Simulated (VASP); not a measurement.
**Cu: electric field gradients with PBE**

Cu:

```xyz
1
Lattice="0.0000 1.8313 1.8313 1.8313 0.0000 1.8313 1.8313 1.8313 0.0000" Properties=species:S:1:pos:R:3 pbc="T T T"
Cu    0.0000    0.0000    0.0000
```

This cell differs from its parent crystal: volume scaled by 1.04.

```
Program                : VASP 6.6.1
Task                   : electric field gradients
Functional             : PBE
Potentials or basis    : VASP PAW PBE potentials, release 64 (Cu)
Cutoff                 : 520 eV
k mesh                 : 19 × 19 × 19
Occupations            : fermi-dirac, width 0.08 eV
Spin                   : no spin polarisation
Dipole correction      : no
Further INCAR settings : ALGO = Normal; EDIFF = 1e-08; NBANDS = 12
```

```yaml
Pressure: -3.1 GPa
```

Levels at points of the mesh, in eV from the Fermi level:
| k point | band 3 | band 4 | band 5 | band 6 | band 7 | band 8 | band 9 | band 10 |
| --- | --- | --- | --- | --- | --- | --- | --- | --- |
| (0.00, 0.00, 0.00) | -2.95 | -2.95 | -2.18 | -2.18 | 22.24 | 24.58 | 24.58 | 24.58 |

It took 48 s on 1 thread of AMD EPYC 7R13, on a shared host, peak memory 0.11 GiB.

Caveat: without QUAD_EFG the Cq values of the log hold for a quadrupole moment of 1 mb, not for the nuclei.
